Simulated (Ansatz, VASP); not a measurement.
Ru: VASP beside Ansatz

```
Ru
1.0
     2.67406    0.00000    0.00000
    -1.33703    2.31580    0.00000
     0.00000    0.00000    4.22676
Ru
2
Direct
  0.26822 0.60621 0.25000
  0.73178 0.39379 0.75000
```

Change from the starting cell: mode 4 frozen in at -0.093 Å and mode 5 at -0.140 Å (largest displacements).

Alike in both runs: task single point; functional LDA; k mesh 21 × 21 × 10; occupations gaussian, width 0.15 eV; no spin polarisation.

|  | VASP | Ansatz |
| --- | --- | --- |
| version | VASP 6.6.1 | Ansatz 0.2.0 |
| potentials or method | VASP PAW LDA potentials, release 64 (Ru_pv), cutoff 520 eV | scalar-relativistic, plane waves, PAW |
| valence electrons in the cell | 28 | 32 |

|  | VASP | Ansatz | Ansatz less VASP |
| --- | --- | --- | --- |
| gap on the k mesh at the Fermi level (eV) | none | none | - |
| pressure (GPa) | 7.1 | 6.1 | -1.02 |
| traceless stress, the component that is largest in VASP (GPa) | -9.83 | -9.61 | +0.224 |
| rms of the force components (eV/Å) | 1.366 | 1.360 | -0.0061 |

Ansatz warns that its potentials were made for another functional, while VASP's fit it. LDA's correlation is that of Perdew and Zunger in VASP and of Perdew and Wang (1992) in Ansatz. Atom by atom the forces differ by 0.010 eV/Å (rms over components). A gap of «none» marks a metal or a gap that the smearing closes. VASP's potentials hold 28 valence electrons a cell and Ansatz's 32, so a difference there can come from the potentials and not from the codes.
